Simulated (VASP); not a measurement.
# AgB2 (P6/mmm) in VASP: further runs, part 2 of 2

VASP 6.6.1. Earlier steps stand in the parts before.

### Step 3. Single point, PBEsol (equal xx and yy strain of -1 %)

Input file INCAR:

```
  ALGO = Normal
  EDIFF = 1E-7
  ENCUT = 520
  GGA = PS
  ISIF = 2
  ISMEAR = -1
  LASPH = True
  LCHARG = True
  LELF = True
  LREAL = False
  LVHAR = True
  LWAVE = False
  NBANDS = 16
  NELM = 100
  PREC = Accurate
  SIGMA = 0.05
```

Input file KPOINTS:

```
k-points
0
Gamma
  16 16 13
```

Input file POSCAR:

```
AgB2
1.0
    2.9700016241      0.0000000000      0.0000000000
   -1.4850008121      2.5720968558      0.0000000000
    0.0000000000      0.0000000000      3.2400000000
Ag B
1 2
Direct
    0.0000000000      0.0000000000      0.0000000000
    0.3333333333      0.6666666667      0.5000000000
    0.6666666667      0.3333333333      0.5000000000
```

Potentials or basis: VASP PAW PBE potentials, release 64 (Ag, B).

Run with:

```
cat potpaw_PBE.64/Ag/POTCAR potpaw_PBE.64/B/POTCAR > POTCAR
mpirun -np 1 vasp_std > vasp.out
```

OUTCAR:

```text
EDIFF = 1E-7
   ENCUT = 520
   GGA = PS
   ISIF = 2
   ISMEAR = -1
   LASPH = True
   LREAL = False
   NELM = 100
   PREC = Accurate

 ion  position               nearest neighbor table
   1  0.000  0.000  0.000-   2 2.36   3 2.36   2 2.36   3 2.36   3 2.36   3 2.36   2 2.36   2 2.36
                             3 2.36   3 2.36   2 2.36   2 2.36
   2  0.333  0.667  0.500-   3 1.71   3 1.71   3 1.71   1 2.36   1 2.36   1 2.36   1 2.36   1 2.36
                             1 2.36
   3  0.667  0.333  0.500-   2 1.71   2 1.71   2 1.71   1 2.36   1 2.36   1 2.36   1 2.36   1 2.36
                             1 2.36

  LATTYP: Found a hexagonal cell.
 ALAT       =     2.9700016241
 C/A-ratio  =     1.0909084944

  Lattice vectors:

 A1 = (   2.9700016241,   0.0000000000,   0.0000000000)
 A2 = (  -1.4850008121,   2.5720968558,   0.0000000000)
 A3 = (   0.0000000000,   0.0000000000,   3.2400000000)

Analysis of symmetry for initial positions (statically):
=====================================================================
 Subroutine PRICEL returns:
 Original cell was already a primitive cell.

 Routine SETGRP: Setting up the symmetry group for a
 hexagonal supercell.

 Subroutine GETGRP returns: Found 24 space group operations
 (whereof 24 operations were pure point group operations)
 out of a pool of 24 trial point group operations.

The static configuration has the point symmetry D_6h.

Analysis of symmetry for dynamics (positions and initial velocities):
=====================================================================
 Subroutine PRICEL returns:
 Original cell was already a primitive cell.

 Routine SETGRP: Setting up the symmetry group for a
 hexagonal supercell.

 Subroutine GETGRP returns: Found 24 space group operations
 (whereof 24 operations were pure point group operations)
 out of a pool of 24 trial point group operations.

The dynamic configuration has the point symmetry D_6h.

 Subroutine INISYM returns: Found 24 space group operations
 (whereof 24 operations are pure point group operations),
 and found     1 'primitive' translations

----------------------------------------------------------------------------------------

                                     Primitive cell

  volume of cell :      24.7508

  direct lattice vectors                    reciprocal lattice vectors
     2.970001624  0.000000000  0.000000000     0.336700153  0.194393924  0.000000000
    -1.485000812  2.572096856  0.000000000     0.000000000  0.388787847  0.000000000
     0.000000000  0.000000000  3.240000000     0.000000000  0.000000000  0.308641975

  length of vectors
     2.970001624  2.970001624  3.240000000     0.388787847  0.388787847  0.308641975

  position of ions in fractional coordinates (direct lattice)
     0.000000000  0.000000000  0.000000000
     0.333333333  0.666666667  0.500000000
     0.666666667  0.333333333  0.500000000

  ion indices of the primitive-cell ions
   primitive index   ion index
                 1           1
                 2           2
                 3           3

----------------------------------------------------------------------------------------

 KPOINTS: k-points

Automatic generation of k-mesh.
 Grid dimensions read from file:
 generate k-points for:   16   16   13

 Generating k-lattice:

  Cartesian coordinates                     Fractional coordinates (reciprocal lattice)
     0.021043760  0.012149620  0.000000000     0.062500000  0.000000000  0.000000000
     0.000000000  0.024299240  0.000000000     0.000000000  0.062500000  0.000000000
     0.000000000  0.000000000  0.023741690     0.000000000  0.000000000  0.076923077

  Length of vectors
     0.024299240  0.024299240  0.023741690

  Shift w.r.t. Gamma in fractional coordinates (k-lattice)
     0.000000000  0.000000000  0.000000000

 Subroutine IBZKPT returns following result:
 ===========================================

 Found    210 irreducible k-points:

 Following reciprocal coordinates:
            Coordinates               Weight
  0.000000  0.000000  0.000000      1.000000
  0.062500  0.000000  0.000000      6.000000
  0.125000  0.000000  0.000000      6.000000
  0.187500 -0.000000  0.000000      6.000000
  0.250000  0.000000  0.000000      6.000000
  0.312500 -0.000000  0.000000      6.000000
[... 16 lines left out ...]
  0.187500  0.187500  0.000000      6.000000
  0.250000  0.187500  0.000000     12.000000
 [... further k-points ...]
   k-points           NKPTS =    210   k-points in BZ     NKDIM =    210   number of bands    NBANDS=     16
   number of dos      NEDOS =    301   number of ions     NIONS =      3
   total plane-waves  NPLWV =  13824
   dimension x,y,z NGX =    24 NGY =   24 NGZ =   24
   dimension x,y,z NGXF=    48 NGYF=   48 NGZF=   48
   ions per type =               1   2
   NGX,Y,Z   is equivalent  to a cutoff of  13.43, 13.43, 12.31 a.u.
   NGXF,Y,Z  is equivalent  to a cutoff of  26.87, 26.87, 24.63 a.u.
 SYSTEM =  unknown system
   PREC   = accura    normal or accurate (medium, high low for compatibility)
   ISTART =      0    job   : 0-new  1-cont  2-samecut
   ICHARG =      2    charge: 1-file 2-atom 10-const
   ISPIN  =      1    spin polarized calculation?
   LNONCOLLINEAR =      F non collinear calculations
   LSORBIT =      F    spin-orbit coupling
   LASPH  =      T    aspherical Exc in radial PAW
   ENCUT  =  520.0 eV  38.22 Ry    6.18 a.u.   5.52  5.52  6.02*2*pi/ulx,y,z
   NELM   =    100;   NELMIN=  2; NELMDL= -5     # of ELM steps
   EDIFF  = 0.1E-06   stopping-criterion for ELM
   LREAL  =      F    real-space projection
   EDIFFG = 0.1E-05   stopping-criterion for IOM
   NSW    =      0    number of steps for IOM
   IBRION =     -1    ionic relax: 0-MD 1-quasi-New 2-CG
   NFREE  =      0    steps in history (QN), initial steepest desc. (CG)
   ISIF   =      2    stress and relaxation
   ISYM   =      2    0-nonsym 1-usesym 2-fastsym
   POTIM  = 0.5000    time-step for ionic-motion
   TEBEG  =    0.0;   TEEND  =   0.0 temperature during run
   PSTRESS=    0.0 pullay stress
   NELECT =      17.0000    total number of electrons
   NUPDOWN=      -1.0000    fix difference up-down
   EMIN   =  10.00;   EMAX   =-10.00  energy-range for DOS
   EFERMI =   0.00;   METHOD = LEGACY
   ISMEAR =    -1;   SIGMA  =   0.05  broadening in eV -4-tet -1-fermi 0-gaus
   EFERMI_NEDOS =   21; number of points for ismear=-14 and -15
   IALGO  =     38    algorithm
   IMIX   =      4    mixing-type and parameters
     AMIX     =   0.40;   BMIX     =  1.00
     AMIX_MAG =   1.60;   BMIX_MAG =  1.00
  volume/ion in A,a.u.               =       8.25        55.68
  Fermi-wavevector in a.u.,A,eV,Ry     =   1.444424  2.729566 28.386674  2.086362
  Thomas-Fermi vector in A             =   2.562721
   LORBIT       =      0    0 simple, 1 ext, 2 COOP (PROOUT), +10 PAW based schemes
   GGA     = PS    functional components
   LHFCALC =     F    Hartree Fock is set to
   AEXX    =    0.0000 exact exchange contribution
   IVDW    =     0    specifies the selected vdW correction
   LEPSILON=     F    determine dielectric tensor
   LRPA    =     F    only Hartree local field effects (RPA)
 non-spin polarized calculation
  energy-cutoff  :      520.00
  volume of cell :       24.75
 maximum number of plane-waves:       690
 NGX is ok and might be reduce to    24
   NGX = 11   NGY = 11   NGZ = 13

 number of electron      16.9999996 magnetization

 Free energy of the ion-electron system (eV)
  ---------------------------------------------------
  ext. energy  EPLUGINS =         0.00000000
  ---------------------------------------------------
  free energy    TOTEN  =       -14.68604497 eV

  energy without entropy =      -14.67443409  energy(sigma->0) =      -14.68023953

 E-fermi :  10.9500     XC(G=0): -13.5323

 val. band max:       10.9342939759   @ k =   0.1250   0.0000   0.3846
 cond. band min:      10.9618323833   @ k =   0.3125  -0.0000   0.3846
 fundamental gap:      0.0275384074
 Fermi energy:        10.9499826412

 k-point     1 :       0.0000    0.0000    0.0000
  band No.  band energies     occupation
      1      -3.6765      2.00000
      2       3.5867      2.00000
      3       4.1900      2.00000
      4       4.1900      2.00000
      5       5.7897      2.00000
      6       5.7897      2.00000
[... 8 lines left out ...]
     15      27.9824      0.00000
     16      29.9880      0.00000
[... 419 lines left out ...]
 k-point    24 :       0.2500    0.1875    0.0000
  band No.  band energies     occupation
      1      -1.0264      2.00000
      2       2.5253      2.00000
      3       3.6852      2.00000
      4       3.7747      2.00000
      5       5.1470      2.00000
      6       5.6090      2.00000
[... 8 lines left out ...]
     15      25.1799      0.00000
     16      26.4980      0.00000

 [... further k-points ...]
[... 5 lines left out ...]
  --------------------------------------------------------------------------------------
  -------------------------------------------------------------------------------------
  Total        6.9345506      6.9345506     11.5170224     -0.0000000      0.0000000     -0.0000000
  in kB      448.8899563    448.8899563    745.5242548     -0.0000000      0.0000000     -0.0000000
  external PRESSURE =     547.7680558 kB  Pullay stress =       0.0000000 kB

 VOLUME and BASIS-vectors are now :
 -----------------------------------------------------------------------------
  energy-cutoff  :      520.00
  volume of cell :       24.75
      direct lattice vectors                 reciprocal lattice vectors
     2.970001624  0.000000000  0.000000000     0.336700153  0.194393924  0.000000000
    -1.485000812  2.572096856  0.000000000     0.000000000  0.388787847  0.000000000
     0.000000000  0.000000000  3.240000000     0.000000000  0.000000000  0.308641975

 POSITION                                       TOTAL-FORCE (eV/Angst)
 -----------------------------------------------------------------------------------
      0.00000      0.00000      0.00000         0.000000      0.000000      0.000000
     -0.00000      1.71473      1.62000        -0.000000      0.000000      0.000000
      1.48500      0.85737      1.62000         0.000000     -0.000000      0.000000
 -----------------------------------------------------------------------------------
    total drift:                               -0.000000      0.000000      0.000000

  FREE ENERGIE OF THE ION-ELECTRON SYSTEM (eV)
  ---------------------------------------------------
  free  energy   TOTEN  =       -14.6860449749 eV

  energy  without entropy=      -14.6744340944  energy(sigma->0) =      -14.68023953
```

Wall time 48 s (1 thread of Intel Xeon Platinum 8259CL at 2.50GHz (Skylake/Cascade Lake), shared host); peak memory 0.2 GiB.

Results:

| Item | Value |
| --- | --- |
| Free energy | -14.6860 eV |
| Pressure | 54.8 GPa |

Caveat: the cell differs from its parent crystal (equal xx and yy strain of -1 %); the PAW data sets were made with another functional, which shifts forces and pressure a little.

### Step 4. Single point, PBEsol (equal xx and yy strain of +1 %)

Input file INCAR:

```
PREC = Accurate
ENCUT = 520
EDIFF = 1E-6
ISMEAR = -1
SIGMA = 0.05
LREAL = F
LASPH = T
NELM = 80
ALGO = Normal
ISIF = 2
LWAVE = F
LCHARG = F
GGA = PS
NBANDS = 16
```

Input file KPOINTS:

```
Automatic mesh
0
Gamma
  16 16 13
```

Input file POSCAR:

```
AgB2
1.0
    3.0300016569      0.0000000000      0.0000000000
   -1.5150008285      2.6240584084      0.0000000000
    0.0000000000      0.0000000000      3.2400000000
Ag B
1 2
Direct
    0.0000000000      0.0000000000      0.0000000000
    0.3333333333      0.6666666667      0.5000000000
    0.6666666667      0.3333333333      0.5000000000
```

Run with:

```
cat potpaw_PBE.64/Ag/POTCAR potpaw_PBE.64/B/POTCAR > POTCAR
mpirun -np 1 vasp_std > vasp.out
```

Wall time 44 s (1 thread of Intel Xeon Platinum 8259CL at 2.50GHz (Skylake/Cascade Lake), shared host); peak memory 0.2 GiB.

Results (log left out):

* Free energy: -14.9176 eV
* Pressure: 39.6 GPa

Stress tensor (GPa, compression positive):
```
28.76  0.00  0.00
 0.00 28.76  0.00
 0.00  0.00 61.28
```

Levels at points of the mesh, in eV from the Fermi level:
```
           k point  band 6  band 7  band 8  band 9  band 10  band 11
(0.00, 0.00, 0.00)   -5.04   -3.10    1.06    1.06     5.40     5.40
(0.50, 0.00, 0.00)   -4.54   -3.34   -3.32    2.93     4.24     6.12
```

Caveat: the cell differs from its parent crystal (equal xx and yy strain of +1 %); the PAW data sets were made with another functional, which shifts forces and pressure a little.

### Step 5. Single point, PBEsol (equal xx and yy strain of +2 %)

Input file INCAR:

```
SYSTEM = AgB2
PREC = Accurate
ENCUT = 520
EDIFF = 1E-6
ISMEAR = -1
SIGMA = 0.05
LREAL = .FALSE.
LASPH = .TRUE.
NELM = 60
ALGO = Normal
ISIF = 2
LWAVE = .FALSE.
LCHARG = .FALSE.
GGA = PS
NBANDS = 16
```

Input file KPOINTS:

```
regular mesh
0
G
  16 16 13
  0 0 0
```

Input file POSCAR:

```
AgB2
1.0
    3.0600016733      0.0000000000      0.0000000000
   -1.5300008367      2.6500391847      0.0000000000
    0.0000000000      0.0000000000      3.2400000000
Ag B
1 2
Direct
    0.0000000000      0.0000000000      0.0000000000
    0.3333333333      0.6666666667      0.5000000000
    0.6666666667      0.3333333333      0.5000000000
```

Run with:

```
cat potpaw_PBE.64/Ag/POTCAR potpaw_PBE.64/B/POTCAR > POTCAR
mpirun -np 1 vasp_std > vasp.out
```

Run time: 48 s. Hardware: 1 thread of Intel Xeon Platinum 8259CL at 2.50GHz (Skylake/Cascade Lake), shared host; peak memory 0.2 GiB.

The run converged. Its results:

```yaml
Free_energy: -14.9987 eV
Pressure: 32.9 GPa
```

Stress tensor (GPa, compression positive):
```
21.71  0.00  0.00
 0.00 21.71  0.00
 0.00  0.00 55.36
```

Levels at points of the mesh, in eV from the Fermi level:
```
           k point  band 5  band 6  band 7  band 8  band 9  band 10  band 11  band 12
(0.00, 0.00, 0.00)   -4.98   -4.98   -2.90    1.04    1.04     5.27     5.27     5.68
(0.50, 0.00, 0.00)   -5.25   -4.52   -3.34   -3.30    2.99     4.19     5.89     6.20
```

Caveat: the cell differs from its parent crystal (equal xx and yy strain of +2 %); the PAW data sets were made with another functional, which shifts forces and pressure a little.

### Step 6. Single point, PBEsol (volume scaled by 0.96)

Input file INCAR:

```
SYSTEM = AgB2
  PREC = Accurate
  ENCUT = 520
  EDIFF = 1E-7
  ISMEAR = -1
  SIGMA = 0.05
  LREAL = .FALSE.
  LASPH = .TRUE.
  NELM = 60
  ALGO = Normal
  ISIF = 2
  LWAVE = .FALSE.
  LCHARG = .TRUE.
  GGA = PS
  LELF = .TRUE.
  LVHAR = .TRUE.
  NBANDS = 16
```

KPOINTS is that of step 5.

Input file POSCAR:

```
AgB2
1.0
    2.9594561075      0.0000000000      0.0000000000
   -1.4797280538      2.5629641705      0.0000000000
    0.0000000000      0.0000000000      3.1962108483
Ag B
1 2
Direct
    0.0000000000      0.0000000000      0.0000000000
    0.3333333333      0.6666666667      0.5000000000
    0.6666666667      0.3333333333      0.5000000000
```

Potentials or basis: VASP PAW PBE potentials, release 64 (Ag, B).

Run with:

```
cat potpaw_PBE.64/Ag/POTCAR potpaw_PBE.64/B/POTCAR > POTCAR
mpirun -np 1 vasp_std > vasp.out
```

Run time: 73 s. Hardware: 1 thread of Intel Xeon Platinum 8175M at 2.50GHz (Skylake/Cascade Lake), shared host; peak memory 0.2 GiB.

Results (log left out):

```yaml
Free_energy: -14.4679 eV
Pressure: 63.1 GPa
```

Stress tensor (GPa, compression positive):
```
52.65  0.00  0.00
 0.00 52.65  0.00
 0.00  0.00 83.95
```

Levels at points of the mesh, in eV from the Fermi level:
```tsv
k point	band 6	band 7	band 8	band 9	band 10	band 11
(0.00, 0.00, 0.00)	-5.28	-3.49	1.11	1.11	5.59	5.59
(0.50, 0.00, 0.00)	-4.69	-3.55	-3.36	2.83	4.46	6.08
```

Caveat: the PAW data sets were made with another functional, which shifts forces and pressure a little.

### Step 7. The runs side by side

```tsv
cell	gap on the mesh (eV)	pressure (GPa)
a = 2.940, b = 2.940, c = 3.240 Å, angles 90.0, 90.0, 120.0°, 3 atoms	none	63.3
a = 2.970, b = 2.970, c = 3.240 Å, angles 90.0, 90.0, 120.0°, 3 atoms	none	54.8
a = 3.030, b = 3.030, c = 3.240 Å, angles 90.0, 90.0, 120.0°, 3 atoms	none	39.6
a = 3.060, b = 3.060, c = 3.240 Å, angles 90.0, 90.0, 120.0°, 3 atoms	none	32.9
a = 2.959, b = 2.959, c = 3.196 Å, angles 90.0, 90.0, 120.0°, 3 atoms	none	63.1
```

Alike in all rows: task single point; level PBEsol; potentials or basis VASP PAW PBE potentials, release 64 (Ag, B); no spin polarisation; k mesh 16 × 16 × 13; cutoff (eV) 520; smearing fermi-dirac 0.05 eV.

Caveats: the PAW data sets were made with another functional, which shifts forces and pressure a little.

Total energies depend on the potentials used, so only differences within one code and one set of settings carry meaning.
